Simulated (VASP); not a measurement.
Wanted: the native input for a VASP 6.6.1 run.

```yaml
Task: relaxation of cell and atoms
Functional: PBEsol
Potentials_or_basis: VASP PAW PBE potentials, release 64 (Pb_d)
Cutoff: 500 eV
k_mesh: 12 × 12 × 12
Occupations: fermi-dirac, width 0.1 eV
Spin: no spin polarisation
Dipole_correction: no
Further_INCAR_settings: ALGO = Normal; EDIFF = 1e-07; IBRION = 2; EDIFFG = -0.002; NSW = 100; ISIF = 3
```

The structure of Pb lies in POSCAR:

```
Pb
1.0
    2.4750200000      2.4750200000      0.0000000000
   -2.4750200000      2.4750200000      0.0000000000
    0.0000000000      2.4750200000      2.4750200000
Pb
1
Direct
    0.0000000000      0.0000000000      0.0000000000
```

One way to write it, as run:

INCAR

```
PREC = Accurate
ENCUT = 500
EDIFF = 1E-7
ISMEAR = -1
SIGMA = 0.1
LREAL = F
LASPH = T
NELM = 120
ALGO = Normal
ISIF = 3
LWAVE = F
LCHARG = F
GGA = PS
IBRION = 2
NSW = 100
EDIFFG = -0.002
GGA_COMPAT = F
NELMIN = 4
```

KPOINTS

```
regular mesh
0
Gamma
  12 12 12
```

Potentials or basis: VASP PAW PBE potentials, release 64 (Pb_d).

The run is started by

```bash
$ cat potpaw_PBE.64/Pb_d/POTCAR > POTCAR
$ mpirun -np 1 vasp_std > vasp.out
```

It gave:

| Quantity | Value |
| --- | --- |
| Relaxed volume | 30.13 Å³/atom |
| Relaxed cell | a = 3.493 Å, b = 3.493 Å, c = 3.493 Å, α = 60.00°, β = 60.00°, γ = 90.00° |
| Space group after relaxing (to 0.1 Å) | Fm-3m (No. 225) |
| Energy gained by relaxing | 0.2 meV/atom |
| Ionic steps | 3 |
| Pressure after relaxing | 0.0 GPa |
| Band gap on the k mesh | zero (bands 7 and 8 overlap by 9.03 eV) |

Caveat: the PAW data sets were made with another functional, which shifts forces and pressure a little; spin-orbit coupling is left out, which moves the levels of the heavy elements.

Run time: 29 s on 1 thread of Intel(R) Xeon(R) 6975P-C (Granite Rapids), with other jobs on the host, peak memory 0.17 GiB.
